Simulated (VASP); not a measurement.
# PtS2 (P1) in VASP: a series of runs

The runs below take PtS2 through single point, with PBE.

All numbers are computed with VASP 6.6.1; they aren't measurements. Logs are shortened: lines on timing, memory, paths and dates and some standing lists are left out, and cuts for length are marked.

## Step 1: The cell of the first run

The typed cell holds 3 atoms: a = 3.543 Å, b = 3.543 Å, c = 5.039 Å, α = 90.00°, β = 90.00°, γ = 120.00°.

## Step 2: Single point, PBE (atom 2 (S) moved by (-0.200, +0.100) A along x and y)

File INCAR:

```
PREC = Accurate
ENCUT = 520
EDIFF = 1E-7
ISMEAR = 0
SIGMA = 0.05
LREAL = False
LASPH = True
NELM = 100
ALGO = Normal
ISIF = 2
LWAVE = False
LCHARG = True
GGA = PE
LELF = True
LVHAR = True
NBANDS = 18
```

File KPOINTS:

```
regular mesh
0
Gamma
  12 12 8
```

File POSCAR:

```
PtS2
1.0
    3.5431994758      0.0000000000      0.0000000000
   -1.7715997379      3.0685007567      0.0000000000
    0.0000000000      0.0000000000      5.0388000000
Pt S
1 2
Direct
    0.0000000000      0.0000000000      0.0000000000
    0.2931817771      0.6992558716      0.2500000000
    0.6666666667      0.3333333333      0.7500000000
```

Potentials or basis: VASP PAW PBE potentials, release 64 (Pt, S).

Run with:

```
$ cat potpaw_PBE.64/Pt/POTCAR potpaw_PBE.64/S/POTCAR > POTCAR
$ mpirun -np 1 vasp_std > vasp.out
```

OUTCAR:

```text
PREC = Accurate
   ENCUT = 520
   EDIFF = 1E-7
   ISMEAR = 0
   LREAL = False
   LASPH = True
   NELM = 100
   ISIF = 2
   GGA = PE

 ion  position               nearest neighbor table
   1  0.000  0.000  0.000-   2 2.22   3 2.40   3 2.40   3 2.40   2 2.50   2 2.52
   2  0.293  0.699  0.250-   1 2.22   1 2.50   1 2.52
   3  0.667  0.333  0.750-   1 2.40   1 2.40   1 2.40

  LATTYP: Found a hexagonal cell.
 ALAT       =     3.5431994758
 C/A-ratio  =     1.4221045229

  Lattice vectors:

 A1 = (   3.5431994758,   0.0000000000,   0.0000000000)
 A2 = (  -1.7715997379,   3.0685007567,   0.0000000000)
 A3 = (   0.0000000000,   0.0000000000,   5.0388000000)

Analysis of symmetry for initial positions (statically):
=====================================================================
 Subroutine PRICEL returns:
 Original cell was already a primitive cell.

 Routine SETGRP: Setting up the symmetry group for a
 hexagonal supercell.

 Subroutine GETGRP returns: Found  1 space group operations
 (whereof  1 operations were pure point group operations)
 out of a pool of 24 trial point group operations.

The static configuration has the point symmetry C_1 .

Analysis of symmetry for dynamics (positions and initial velocities):
=====================================================================
 Subroutine PRICEL returns:
 Original cell was already a primitive cell.

 Routine SETGRP: Setting up the symmetry group for a
 hexagonal supercell.

 Subroutine GETGRP returns: Found  1 space group operations
 (whereof  1 operations were pure point group operations)
 out of a pool of 24 trial point group operations.

The dynamic configuration has the point symmetry C_1 .

 Subroutine INISYM returns: Found  1 space group operations
 (whereof  1 operations are pure point group operations),
 and found     1 'primitive' translations

----------------------------------------------------------------------------------------

                                     Primitive cell

  volume of cell :      54.7834

  direct lattice vectors                    reciprocal lattice vectors
     3.543199476  0.000000000  0.000000000     0.282230794  0.162946025  0.000000000
    -1.771599738  3.068500757  0.000000000     0.000000000  0.325892049  0.000000000
     0.000000000  0.000000000  5.038800000     0.000000000  0.000000000  0.198459951

[... 77 lines left out ...]
   ISTART =      0    job   : 0-new  1-cont  2-samecut
   ICHARG =      2    charge: 1-file 2-atom 10-const
   ISPIN  =      1    spin polarized calculation?
   LNONCOLLINEAR =      F non collinear calculations
   LSORBIT =      F    spin-orbit coupling
   LASPH  =      T    aspherical Exc in radial PAW
   ENCUT  =  520.0 eV  38.22 Ry    6.18 a.u.   6.59  6.59  9.37*2*pi/ulx,y,z
   NELM   =    100;   NELMIN=  2; NELMDL= -5     # of ELM steps
   EDIFF  = 0.1E-06   stopping-criterion for ELM
   LREAL  =      F    real-space projection
   EDIFFG = 0.1E-05   stopping-criterion for IOM
   NSW    =      0    number of steps for IOM
   IBRION =     -1    ionic relax: 0-MD 1-quasi-New 2-CG
   NFREE  =      0    steps in history (QN), initial steepest desc. (CG)
   ISIF   =      2    stress and relaxation
   ISYM   =      2    0-nonsym 1-usesym 2-fastsym
   POTIM  = 0.5000    time-step for ionic-motion
   TEBEG  =    0.0;   TEEND  =   0.0 temperature during run
   PSTRESS=    0.0 pullay stress
   NELECT =      22.0000    total number of electrons
   NUPDOWN=      -1.0000    fix difference up-down
   EMIN   =  10.00;   EMAX   =-10.00  energy-range for DOS
   EFERMI =   0.00;   METHOD = LEGACY
   ISMEAR =     0;   SIGMA  =   0.05  broadening in eV -4-tet -1-fermi 0-gaus
   EFERMI_NEDOS =   21; number of points for ismear=-14 and -15
   IALGO  =     38    algorithm
   IMIX   =      4    mixing-type and parameters
     AMIX     =   0.40;   BMIX     =  1.00
     AMIX_MAG =   1.60;   BMIX_MAG =  1.00
  volume/ion in A,a.u.               =      18.26       123.23
  Fermi-wavevector in a.u.,A,eV,Ry     =   1.207812  2.282434 19.848319  1.458810
  Thomas-Fermi vector in A             =   2.343439
   LORBIT       =      0    0 simple, 1 ext, 2 COOP (PROOUT), +10 PAW based schemes
   GGA     = PE    functional components
   LHFCALC =     F    Hartree Fock is set to
   AEXX    =    0.0000 exact exchange contribution
   IVDW    =     0    specifies the selected vdW correction
   LEPSILON=     F    determine dielectric tensor
   LRPA    =     F    only Hartree local field effects (RPA)
 non-spin polarized calculation
 Gauss-broadening in eV      SIGMA  =   0.05
  energy-cutoff  :      520.00
  volume of cell :       54.78
 maximum number of plane-waves:      1507
   NGX = 13   NGY = 13   NGZ = 19

 number of electron      22.0000000 magnetization

 Free energy of the ion-electron system (eV)
  ---------------------------------------------------
  ext. energy  EPLUGINS =         0.00000000
  ---------------------------------------------------
  free energy    TOTEN  =       -15.11457435 eV

  energy without entropy =      -15.11457435  energy(sigma->0) =      -15.11457435

 E-fermi :   7.0358     XC(G=0): -10.6885

 val. band max:        6.8363786566   @ k =   0.1667  -0.1667   0.2500
 cond. band min:       7.2365827046   @ k =   0.3333  -0.0833  -0.2500
 fundamental gap:      0.4002040480
 Fermi energy:         7.0358340224

 k-point     1 :       0.0000    0.0000    0.0000
  band No.  band energies     occupation
      1      -8.4370      2.00000
      2      -5.6089      2.00000
      3      -0.2832      2.00000
      4       0.2805      2.00000
      5       0.5398      2.00000
      6       2.9115      2.00000
[... 481 lines left out ...]
      5       0.9087      2.00000
      6       2.0634      2.00000
[... 10 lines left out ...]
     17      15.7224      0.00000
     18      16.5545      0.00000

 [... further k-points ...]
[... 5 lines left out ...]
  --------------------------------------------------------------------------------------
  -------------------------------------------------------------------------------------
  Total        2.4153221      1.0046210      0.9197611     -1.3131704     -1.4055728      2.5891435
  in kB       70.6377217     29.3808190     26.8990329    -38.4045529    -41.1069227     75.7212459
  external PRESSURE =      42.3058579 kB  Pullay stress =       0.0000000 kB

 VOLUME and BASIS-vectors are now :
 -----------------------------------------------------------------------------
  energy-cutoff  :      520.00
  volume of cell :       54.78
      direct lattice vectors                 reciprocal lattice vectors
     3.543199476  0.000000000  0.000000000     0.282230794  0.162946025  0.000000000
    -1.771599738  3.068500757  0.000000000     0.000000000  0.325892049  0.000000000
     0.000000000  0.000000000  5.038800000     0.000000000  0.000000000  0.198459951

 POSITION                                       TOTAL-FORCE (eV/Angst)
 -----------------------------------------------------------------------------------
      0.00000      0.00000      0.00000        -1.934983      1.040246     -0.525005
     -0.20000      2.14567      1.25970         2.099739     -1.130706      0.243174
      1.77160      1.02283      3.77910        -0.164756      0.090460      0.281831
 -----------------------------------------------------------------------------------
    total drift:                               -0.000055     -0.000017      0.000003

  FREE ENERGIE OF THE ION-ELECTRON SYSTEM (eV)
  ---------------------------------------------------
  free  energy   TOTEN  =       -15.1145743472 eV

  energy  without entropy=      -15.1145743472  energy(sigma->0) =      -15.11457435
```

OSZICAR:

```text
N       E                     dE             d eps       ncg     rms          rms(c)
DAV:   1     0.110572478144E+03    0.11057E+03   -0.10412E+04 21240   0.109E+03
DAV:   2    -0.110691675274E+02   -0.12164E+03   -0.11760E+03 25498   0.219E+02
DAV:   3    -0.163737683823E+02   -0.53046E+01   -0.52600E+01 26504   0.464E+01
DAV:   4    -0.164289025461E+02   -0.55134E-01   -0.55105E-01 27560   0.523E+00
DAV:   5    -0.164297363430E+02   -0.83380E-03   -0.83372E-03 26746   0.629E-01    0.183E+01
DAV:   6    -0.153908113616E+02    0.10389E+01   -0.61071E+00 21756   0.244E+01    0.122E+01
DAV:   7    -0.151332021036E+02    0.25761E+00   -0.12279E+00 21522   0.113E+01    0.596E+00
DAV:   8    -0.151177195813E+02    0.15483E-01   -0.67980E-02 23498   0.182E+00    0.121E+00
DAV:   9    -0.151143299406E+02    0.33896E-02   -0.93503E-03 25076   0.101E+00    0.218E-01
DAV:  10    -0.151145059930E+02   -0.17605E-03   -0.14205E-03 25986   0.243E-01    0.105E-01
DAV:  11    -0.151145655509E+02   -0.59558E-04   -0.69350E-05 25618   0.592E-02    0.519E-02
DAV:  12    -0.151145721785E+02   -0.66277E-05   -0.12031E-05 25004   0.275E-02    0.128E-02
DAV:  13    -0.151145741287E+02   -0.19501E-05   -0.22981E-06 25402   0.112E-02    0.378E-03
DAV:  14    -0.151145743377E+02   -0.20905E-06   -0.86590E-08 23560   0.203E-03    0.183E-03
DAV:  15    -0.151145743472E+02   -0.95247E-08   -0.74732E-08 18380   0.187E-03
   1 F= -.15114574E+02 E0= -.15114574E+02  d E =-.139883E-10
```

It took 4.1 min on 1 thread of Intel Xeon 6975P-C (Granite Rapids), shared host; peak memory 0.61 GiB.

Results:

```
Free energy            : -15.1146 eV
Pressure               : 4.2 GPa
Largest force          : 2.397 eV/Å
Band gap on the k mesh : 0.40 eV (least direct gap 0.59 eV)
```

Forces on the atoms (eV/Å):
```
Pt  -1.935  1.040 -0.525
S    2.100 -1.131  0.243
S   -0.165  0.090  0.282
```

Levels at points of the mesh, in eV from the valence-band top:
| k point | band 9 | band 10 | band 11 | band 12 | band 13 | band 14 |
| --- | --- | --- | --- | --- | --- | --- |
| (0.00, 0.00, 0.00) | -1.19 | -0.73 | 0.00 | 1.46 | 2.10 | 4.59 |
| (0.50, 0.00, 0.00) | -3.00 | -2.86 | -2.36 | 1.08 | 2.44 | 5.62 |
| (0.00, 0.50, 0.00) | -3.01 | -2.88 | -2.35 | 1.12 | 2.39 | 5.60 |
| (0.50, 0.50, 0.00) | -3.13 | -2.94 | -2.45 | 1.72 | 2.19 | 5.07 |
| (0.00, 0.00, 0.50) | -1.54 | -1.22 | -1.10 | 2.24 | 2.54 | 5.59 |
| (0.50, 0.00, 0.50) | -2.76 | -2.37 | -1.23 | 1.37 | 2.21 | 4.76 |
| (0.00, 0.50, 0.50) | -2.77 | -2.35 | -1.24 | 1.32 | 2.20 | 4.79 |
| (0.50, 0.50, 0.50) | -2.78 | -2.53 | -1.74 | 1.18 | 2.07 | 5.41 |

Caveat: the cell differs from its parent crystal (atom 2 (S) moved by (-0.200, +0.100) A along x and y); the cell stands under pressure; spin-orbit coupling is left out, which moves the levels of the heavy elements; forces of over 1 eV/Å act on the atoms, so gaps and moduli don't describe the material at rest. A k mesh can miss the band edges.

## Step 3: Single point, PBE (atom 2 (S) moved by (-0.200, -0.200) A along x and y)

File INCAR:

```
SYSTEM = PtS2
PREC = Accurate
ENCUT = 520
EDIFF = 1E-7
ISMEAR = 0
SIGMA = 0.05
LREAL = .False.
LASPH = .True.
NELM = 80
ALGO = Normal
ISIF = 2
LWAVE = .False.
LCHARG = .False.
GGA = PE
NBANDS = 18
```

File KPOINTS:

```
Automatic mesh
0
Gamma
  12 12 8
  0 0 0
```

POSCAR: that of step 2 with these lines changed.

```diff
@@ -9,3 +9,3 @@
     0.0000000000      0.0000000000      0.0000000000
-    0.2931817771      0.6992558716      0.2500000000
+    0.2442979697      0.6014882568      0.2500000000
     0.6666666667      0.3333333333      0.7500000000
```

Potentials or basis: VASP PAW PBE potentials, release 64 (Pt, S).

Run with:

```
$ cat potpaw_PBE.64/Pt/POTCAR potpaw_PBE.64/S/POTCAR > POTCAR
$ mpirun -np 1 vasp_std > vasp.out
```

OUTCAR:

```text
SYSTEM = PtS2
   PREC = Accurate
   ENCUT = 520
   EDIFF = 1E-7
   ISMEAR = 0
   LREAL = .False.
   LASPH = .True.
   NELM = 80
   ISIF = 2
   GGA = PE

 ion  position               nearest neighbor table
   1  0.000  0.000  0.000-   2 2.24   2 2.36   3 2.40   3 2.40   3 2.40   2 2.64
   2  0.244  0.601  0.250-   1 2.24   1 2.36   1 2.64
   3  0.667  0.333  0.750-   1 2.40   1 2.40   1 2.40

  LATTYP: Found a hexagonal cell.
 ALAT       =     3.5431994758
 C/A-ratio  =     1.4221045229

  Lattice vectors:

[... 677 lines left out ...]
      6       1.7596      2.00000
[... 10 lines left out ...]
     17      15.6108      0.00000
     18      16.3436      0.00000

 [... further k-points ...]
[... 5 lines left out ...]
  --------------------------------------------------------------------------------------
  -------------------------------------------------------------------------------------
  Total        0.7765106      2.9728015      1.0404847     -0.7209301      2.1447328      1.2625897
  in kB       22.7095759     86.9415820     30.4296743    -21.0840875     62.7241542     36.9252865
  external PRESSURE =      46.6936107 kB  Pullay stress =       0.0000000 kB

 VOLUME and BASIS-vectors are now :
 -----------------------------------------------------------------------------
  energy-cutoff  :      520.00
  volume of cell :       54.78
      direct lattice vectors                 reciprocal lattice vectors
     3.543199476  0.000000000  0.000000000     0.282230794  0.162946025  0.000000000
    -1.771599738  3.068500757  0.000000000     0.000000000  0.325892049  0.000000000
     0.000000000  0.000000000  5.038800000     0.000000000  0.000000000  0.198459951

 POSITION                                       TOTAL-FORCE (eV/Angst)
 -----------------------------------------------------------------------------------
      0.00000      0.00000      0.00000        -1.070627     -1.649036     -0.610650
     -0.20000      1.84567      1.25970         1.127285      1.772898      0.368779
      1.77160      1.02283      3.77910        -0.056658     -0.123862      0.241870
 -----------------------------------------------------------------------------------
    total drift:                                0.000035      0.000060     -0.000004

  FREE ENERGIE OF THE ION-ELECTRON SYSTEM (eV)
  ---------------------------------------------------
  free  energy   TOTEN  =       -15.0541745242 eV

  energy  without entropy=      -15.0541744551  energy(sigma->0) =      -15.05417449
```

OSZICAR:

```text
N       E                     dE             d eps       ncg     rms          rms(c)
DAV:   1     0.110680246371E+03    0.11068E+03   -0.10412E+04 21240   0.109E+03
DAV:   2    -0.109802958816E+02   -0.12166E+03   -0.11764E+03 25430   0.219E+02
DAV:   3    -0.163092795541E+02   -0.53290E+01   -0.52838E+01 26684   0.465E+01
DAV:   4    -0.163642591830E+02   -0.54980E-01   -0.54949E-01 27428   0.522E+00
DAV:   5    -0.163650938550E+02   -0.83467E-03   -0.83461E-03 26952   0.630E-01    0.184E+01
DAV:   6    -0.153353099620E+02    0.10298E+01   -0.62151E+00 21742   0.246E+01    0.124E+01
DAV:   7    -0.150734611469E+02    0.26185E+00   -0.12738E+00 21514   0.115E+01    0.602E+00
DAV:   8    -0.150574235762E+02    0.16038E-01   -0.69320E-02 23608   0.184E+00    0.122E+00
DAV:   9    -0.150539286071E+02    0.34950E-02   -0.96245E-03 24800   0.102E+00    0.217E-01
DAV:  10    -0.150541027751E+02   -0.17417E-03   -0.14327E-03 26170   0.245E-01    0.108E-01
DAV:  11    -0.150541625991E+02   -0.59824E-04   -0.67440E-05 25582   0.575E-02    0.534E-02
DAV:  12    -0.150541720688E+02   -0.94697E-05   -0.12739E-05 24638   0.266E-02    0.134E-02
DAV:  13    -0.150541742572E+02   -0.21884E-05   -0.24308E-06 25804   0.113E-02    0.359E-03
DAV:  14    -0.150541745117E+02   -0.25450E-06   -0.10896E-07 23242   0.226E-03    0.157E-03
DAV:  15    -0.150541745242E+02   -0.12475E-07   -0.63138E-08 18342   0.168E-03
   1 F= -.15054175E+02 E0= -.15054174E+02  d E =-.691277E-07
```

stdout:

```text
POSCAR found type information on POSCAR PtS
 POSCAR found :  2 types and       3 ions
 scaLAPACK will be used
 LDA part: xc-table for (Slater+PW92), standard interpolation
 POSCAR, INCAR and KPOINTS ok, starting setup
 FFT: planning ... GRIDC
 FFT: planning ... GRID_SOFT
 FFT: planning ... GRID
 WAVECAR not read
 entering main loop
```

Wall time 7.8 min (1 thread of Intel Xeon 8259CL, shared host); peak memory 0.61 GiB.

Results:

```
Free energy            : -15.0542 eV
Pressure               : 4.7 GPa
Largest force          : 2.133 eV/Å
Band gap on the k mesh : 0.27 eV (least direct gap 0.38 eV)
```

Forces in eV/Å, atoms in the order of the input:
```
Pt  -1.071 -1.649 -0.611
S    1.127  1.773  0.369
S   -0.057 -0.124  0.242
```

Levels at points of the mesh, in eV from the valence-band top:
| k point | band 7 | band 8 | band 9 | band 10 | band 11 | band 12 | band 13 | band 14 | band 15 | band 16 |
| --- | --- | --- | --- | --- | --- | --- | --- | --- | --- | --- |
| (0.00, 0.00, 0.00) | -3.84 | -2.34 | -1.30 | -0.63 | -0.09 | 1.39 | 2.18 | 4.64 | 5.29 | 7.74 |
| (0.50, 0.00, 0.00) | -3.25 | -3.19 | -3.06 | -2.73 | -2.37 | 0.80 | 2.76 | 5.66 | 6.58 | 8.06 |
| (0.00, 0.50, 0.00) | -3.78 | -3.29 | -3.20 | -2.98 | -2.36 | 1.62 | 2.05 | 5.11 | 6.22 | 7.53 |
| (0.50, 0.50, 0.00) | -3.71 | -3.28 | -3.15 | -2.97 | -2.29 | 1.41 | 2.03 | 5.36 | 6.28 | 7.77 |
| (0.00, 0.00, 0.50) | -3.87 | -2.84 | -1.48 | -1.31 | -1.02 | 2.01 | 2.61 | 5.56 | 6.96 | 7.75 |
| (0.50, 0.00, 0.50) | -3.16 | -3.08 | -2.69 | -2.51 | -1.12 | 1.69 | 2.15 | 4.52 | 4.96 | 7.19 |
| (0.00, 0.50, 0.50) | -3.58 | -3.24 | -3.01 | -2.35 | -1.61 | 1.03 | 2.08 | 5.31 | 5.51 | 7.49 |
| (0.50, 0.50, 0.50) | -3.58 | -3.29 | -2.91 | -2.25 | -1.39 | 1.00 | 2.14 | 5.06 | 5.34 | 7.33 |

Caveat: the cell differs from its parent crystal (atom 2 (S) moved by (-0.200, -0.200) A along x and y); the stress differs along the axes, from 2 to 9 GPa; spin-orbit coupling is left out, which moves the levels of the heavy elements; forces of over 1 eV/Å act on the atoms, so gaps and moduli don't describe the material at rest.
